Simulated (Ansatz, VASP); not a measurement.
# One calculation of Ti, two programs

POSCAR

```
Ti
1.0
    2.9463072425      0.0000000000      0.0000000000
    0.0000000000      2.9463072425      0.0000000000
    0.0000000000      0.0000000000      4.5587340489
Ti
2
Direct
    0.5000000000      0.0000000000      0.5000000000
    0.0000000000      0.5000000000      0.0000000000
```

Contents of INCAR.step1:

```
SYSTEM = Ti
PREC     = Accurate       ! precision mode
ENCUT    = 600            ! plane-wave cutoff, eV
ISMEAR   = 0              ! smearing method
SIGMA    = 0.1            ! smearing width, eV
LREAL    = .FALSE.        ! projectors in reciprocal space
LASPH    = .TRUE.         ! aspherical terms in the spheres
NELM     = 80             ! most SCF steps
GGA      = PE             ! functional
ALGO     = Normal         ! electronic algorithm
EDIFF    = 1E-4           ! SCF threshold, eV
LWAVE    = .TRUE.         ! write WAVECAR
LCHARG   = .FALSE.        ! write CHGCAR
```

Contents of INCAR.step2:

```
SYSTEM = Ti
PREC     = Accurate       ! precision mode
ENCUT    = 600            ! plane-wave cutoff, eV
EDIFF    = 1E-6           ! SCF threshold, eV
ISMEAR   = 0              ! smearing method
SIGMA    = 0.1            ! smearing width, eV
LREAL    = .FALSE.        ! projectors in reciprocal space
LASPH    = .TRUE.         ! aspherical terms in the spheres
NELM     = 80             ! most SCF steps
ALGO     = Normal         ! electronic algorithm
ISIF     = 3              ! what is computed and relaxed
LWAVE    = .FALSE.        ! write WAVECAR
LCHARG   = .FALSE.        ! write CHGCAR
METAGGA  = R2SCAN         ! meta-GGA
LMIXTAU  = .TRUE.       
IBRION   = 2              ! ionic algorithm
NSW      = 90             ! ionic steps
EDIFFG   = -0.0325        ! ionic threshold
ISTART   = 1
```

KPOINTS

```
Automatic mesh
0
G
  6 6 4
  0 0 0
```

Input for Ansatz:

```yaml
crystal:
  lattice:
    - [2.9463072425, 0.0, 0.0]
    - [0.0, 2.9463072425, 0.0]
    - [0.0, 0.0, 4.5587340489]
  atoms:
    - { symbol: Ti, position: [0.5, 0.0, 0.5] }
    - { symbol: Ti, position: [0.0, 0.5, 0.0] }
basis:
  ecutwfc: 500
kpoints:
  mp_grid: { grid: [6, 6, 4] }
hamiltonian:
  xc: r2scan
scf:
  occupations: { method: gaussian, width: 0.1 }
output:
  forces: true
  stress: true
  eigenvalues: true
relax:
  adjacent_minimum: "off"
  f_tol: 0.0325
  max_steps: 70
  cell: { stress_tol: 0.24 }
```

Alike in both runs: task relaxation of cell and atoms; functional r2SCAN; k mesh 6 × 6 × 4; occupations gaussian, width 0.1 eV; no spin polarisation.

|  | VASP | Ansatz |
| --- | --- | --- |
| version | VASP 6.6.1 | Ansatz 0.2.0 |
| potentials or method | VASP PAW PBE potentials, release 64 (Ti_sv), cutoff 600 eV | scalar-relativistic, plane waves, PAW |
| valence electrons in the cell | 24 | 24 |

Ansatz gave:

* gap on the k mesh at the Fermi level, each at its own relaxed structure (eV): none
* relaxed volume (Å³/atom): 17.42
* relaxed length of the cell vector where the two differ most in proportion (Å): 4.100

**Question.** What did VASP give for the same quantities?

**Answer.** gap on the k mesh at the Fermi level, each at its own relaxed structure (eV): none; relaxed volume (Å³/atom): 17.46; relaxed length of the cell vector where the two differ most in proportion (Å): 4.118.

VASP's potentials were made for PBE, not for r2SCAN. A gap of «none» marks a metal or a gap that the smearing closes.
